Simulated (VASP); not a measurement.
Set up this calculation in VASP 6.6.1, as the native input.

| Quantity | Value |
| --- | --- |
| Task | single point |
| Functional | PBE |
| Potentials or basis | VASP PAW PBE potentials, release 64 (Rb_sv, Al) |
| Cutoff | 520 eV |
| k mesh | 3 × 3 × 1 |
| Occupations | gaussian, width 0.1 eV |
| Spin | no spin polarisation |
| Dipole correction | yes |
| Further INCAR settings | ALGO = Normal; EDIFF = 1e-06; NBANDS = 18 |

The structure of Rb2Al lies in POSCAR:

```
Rb2Al
1.0
    6.9968060000      0.0000000000      0.0000000000
   -3.4984030000      6.0594120000      0.0000000000
    0.0000000000      0.0000000000     14.0000000000
Rb Al
2 1
Direct
    0.6666666700      0.3333333300      0.5000000000
    0.3333333300      0.6666666700      0.5000000000
    0.0000000000      0.0000000000      0.5000000000
```

These files were run (other wordings do the same):

INCAR

```
  PREC = Accurate
  ENCUT = 520
  EDIFF = 1E-6
  ISMEAR = 0
  SIGMA = 0.1
  LREAL = False
  LASPH = True
  NELM = 80
  ALGO = Normal
  ISIF = 2
  LWAVE = False
  LCHARG = False
  LDIPOL = True
  IDIPOL = 3
  DIPOL = 0.5 0.5 0.500
  GGA = PE
  NBANDS = 18
```

KPOINTS

```
regular mesh
0
Gamma
  3 3 1
```

Potentials or basis: VASP PAW PBE potentials, release 64 (Rb_sv, Al).

Run with:

```bash
$ cat potpaw_PBE.64/Rb_sv/POTCAR potpaw_PBE.64/Al/POTCAR > POTCAR
$ mpirun -np 1 vasp_std > vasp.out
```

Run time: 74 s on 1 thread of Intel(R) Xeon(R) Platinum 8375C CPU @ 2.90GHz (Ice Lake), on a shared host, peak memory 0.64 GiB.
